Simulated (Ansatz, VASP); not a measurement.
One calculation of MoS, two programs

```
CELL_PARAMETERS angstrom
0.00000 2.47848 2.47848
2.47848 0.00000 2.47848
2.47848 2.47848 0.00000
ATOMIC_POSITIONS crystal
Mo 0.00000 0.00000 0.00000
S 0.50000 0.50000 0.50000
```

Alike in both runs: task single point; functional PBE; k mesh 14 × 14 × 14; occupations gaussian, width 0.1 eV; collinear spin.

```csv
,VASP,Ansatz
version,VASP 6.6.1,Ansatz 0.2.0
potentials or method,"VASP PAW PBE potentials, release 64 (Mo_sv, S), cutoff 520 eV","scalar-relativistic, plane waves, PAW"
valence electrons in the cell,20,20
```

```csv
,VASP,Ansatz,Ansatz less VASP
gap on the k mesh at the Fermi level (eV),none,none,-
pressure (GPa),0.1,0.0,-0.10
net moment per atom (μB),0.00,0.00,-0.001
```

A gap of «none» marks a metal or a gap that the smearing closes. The functional is the same, so the differences come from potentials, cutoffs and numerics. Ansatz's warnings: seeded moment not kept.
